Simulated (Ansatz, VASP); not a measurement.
**Two plane-wave programs on Se**

```xyz
6
Lattice="-2.2601 2.2601 5.4504 2.2601 -2.2601 5.4504 2.2601 2.2601 -5.4504" Properties=species:S:1:pos:R:3 pbc="T T T"
Se    0.0000    0.0000    8.5812
Se    0.0000    2.2601    0.4056
Se    0.0000    2.2601    5.0447
Se    0.0000    0.0000    2.3195
Se    0.0000    0.0000    0.0000
Se    0.0000    2.2601    2.7252
```

Alike in both runs: task single point; functional PBE; k mesh 6 × 6 × 6; occupations gaussian, width 0.1 eV; no spin polarisation.

|  | VASP | Ansatz |
| --- | --- | --- |
| version | VASP 6.6.1 | Ansatz 0.2.0 |
| potentials or method | VASP PAW PBE potentials, release 64 (Se), cutoff 520 eV | scalar-relativistic, plane waves, PAW |
| valence electrons in the cell | 36 | 96 |

```csv
,VASP,Ansatz,Ansatz less VASP
gap on the k mesh at the Fermi level (eV),none,none,-
rms of the force components (eV/Å),1.102,1.087,-0.0155
```

Atom by atom the forces differ by 0.015 eV/Å (rms over components). A gap of «none» marks a metal or a gap that the smearing closes. With one functional, cell and mesh, what is left measures potentials, basis and numerics. VASP's potentials hold 36 valence electrons a cell and Ansatz's 96, so a difference there can come from the potentials and not from the codes.
